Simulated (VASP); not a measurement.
Write the native input for VASP 6.6.1 that does the following.

- Task: electric field gradients
- Functional: PBE
- Potentials or basis: VASP PAW PBE potentials, release 64 (Hf_pv)
- Cutoff: 400 eV
- k mesh: 13 × 13 × 13
- Occupations: fermi-dirac, width 0.03 eV
- Spin: no spin polarisation
- Dipole correction: no
- Further INCAR settings: ALGO = Normal; EDIFF = 1e-08; NBANDS = 11

The structure of Hf lies in POSCAR:

```
Hf
1.0
    0.0000000000      2.2200000000      2.2200000000
    2.2200000000      0.0000000000      2.2200000000
    2.2200000000      2.2200000000      0.0000000000
Hf
1
Direct
    0.0000000000      0.0000000000      0.0000000000
```

This isn't the form of Hf at room conditions, which is hcp.

These files were run (other wordings do the same):

INCAR

```
SYSTEM = Hf
ALGO = Normal
EDIFF = 1E-8
ENCUT = 400
GGA = PE
GGA_COMPAT = .FALSE.
ISIF = 2
ISMEAR = -1
LASPH = .TRUE.
LCHARG = .FALSE.
LEFG = .TRUE.
LREAL = .FALSE.
LWAVE = .FALSE.
NBANDS = 11
NELM = 120
PREC = Accurate
SIGMA = 0.03
```

KPOINTS

```
k-points
0
G
  13 13 13
  0 0 0
```

Potentials or basis: VASP PAW PBE potentials, release 64 (Hf_pv).

Command:

```sh
$ cat potpaw_PBE.64/Hf_pv/POTCAR > POTCAR
$ mpirun -np 1 vasp_std > vasp.out
```

Results of the run:

* Pressure: 2.8 GPa
* Band gap on the k mesh: zero (bands 5 and 6 overlap by 1.97 eV)
* Largest electric field gradient by atom: zero within the noise of the run

Caveat: spin-orbit coupling is left out, which moves the levels of the heavy elements.

It took 8.2 s on 1 thread of AMD EPYC 9R45 96-Core Processor (Zen 5), with other jobs on the host, peak memory 0.1 GiB.
